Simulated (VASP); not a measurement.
Crystal: Mg5O.

```
Mg O
1.0
     0.00000    3.57486    3.57486
     3.57486    0.00000    3.57486
     3.57486    3.57486    0.00000
Mg O
5 1
Direct
  0.12500 0.62500 0.62500
  0.62500 0.62500 0.62500
  0.62500 0.12500 0.62500
  0.62500 0.62500 0.12500
  0.25000 0.25000 0.25000
  0.00000 0.00000 0.00000
```

The cell was built from a structure type or drawn by symmetry, and may not be a known phase.

| Item | Value |
| --- | --- |
| Program | VASP 6.6.1 |
| Task | relaxation of cell and atoms |
| Functional | PBE |
| Potentials or basis | VASP PAW PBE potentials, release 64 (Mg, O) |
| Cutoff | 600 eV |
| k mesh | 4 × 4 × 4 |
| Occupations | gaussian, width 0.1 eV |
| Spin | collinear spin, ferromagnetic start |
| Starting moments | [0.0, 0.0, 0.0, 0.0, 0.0, 1.0] μB |

At the start: pressure 25.8 GPa; volume 15.23 Å³/atom.

Problem. Where does the relaxation end?

Solution. Over 6 steps the energy falls by 382.9 meV/atom and the volume is 21.81 Å³/atom (+43.2 %); space group F-43m (No. 216, to 0.1 Å) before and after; moment 0.00 μB per cell.

Step by step:
```csv
step,energy change (eV),largest force (eV/Å),pressure (GPa),volume (Å³)
1,0.0000,0.0879,25.85,91.37
2,-2.2898,0.0718,0.82,127.86
3,-2.2934,0.0803,-0.53,132.53
4,-2.2966,0.0767,0.10,130.62
5,-2.2959,0.0785,-0.24,131.50
6,-2.2972,0.0119,-0.06,130.88
```

Final structure:
```cif
data_structure
_symmetry_space_group_name_H-M 'P 1'
_symmetry_Int_Tables_number 1
_cell_length_a 5.6989
_cell_length_b 5.6989
_cell_length_c 5.6989
_cell_angle_alpha 60.000
_cell_angle_beta 60.000
_cell_angle_gamma 60.000
_cell_volume 130.88
loop_
_atom_site_label
_atom_site_type_symbol
_atom_site_fract_x
_atom_site_fract_y
_atom_site_fract_z
_atom_site_occupancy
Mg1 Mg 0.12472 0.62509 0.62509 1
Mg2 Mg 0.62509 0.62509 0.62509 1
Mg3 Mg 0.62509 0.12472 0.62509 1
Mg4 Mg 0.62509 0.62509 0.12472 1
Mg5 Mg 0.25000 0.25000 0.25000 1
O1 O 0.00000 0.00000 0.00000 1
```

Caveat: the k points lie up to 0.34 Å⁻¹ apart in the final cell, too coarse for converged energies and pressures of a metal; the volume moved by over 15 % at a fixed basis, so the end points are rough.
